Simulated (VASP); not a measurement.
Here is a VASP 6.6.1 calculation.

Contents of INCAR:

```
SYSTEM = Mg
ALGO = Normal
EDIFF = 1E-6
ENCUT = 520
GGA = PS
ISIF = 2
ISMEAR = -1
LASPH = .TRUE.
LCHARG = .FALSE.
LREAL = .FALSE.
LWAVE = .FALSE.
NBANDS = 7
NELM = 100
PREC = Accurate
SIGMA = 0.1
```

KPOINTS

```
k-points
0
G
  13 13 13
  0 0 0
```

File POSCAR:

```
Mg
1.0
    2.7240252233      0.0000000000      0.0000000000
    0.0000000000      2.7240252233      0.0000000000
    0.0000000000      0.0000000000      2.7240252233
Mg
1
Direct
    0.0000000000      0.0000000000      0.0000000000
```

Potentials or basis: VASP PAW PBE potentials, release 64 (Mg).

Run with:

```console
$ cat potpaw_PBE.64/Mg/POTCAR > POTCAR
$ mpirun -np 1 vasp_std > vasp.out
```

(1) Predict the band gap on the k mesh.

(2) Predict the pressure.

## Answers

(1) zero (band 1 reaches 7.74 eV, above the bottom of band 2 at 1.50 eV).

(2) 12.0 GPa.

Caveat: the PAW data sets were made with another functional, which shifts forces and pressure a little.
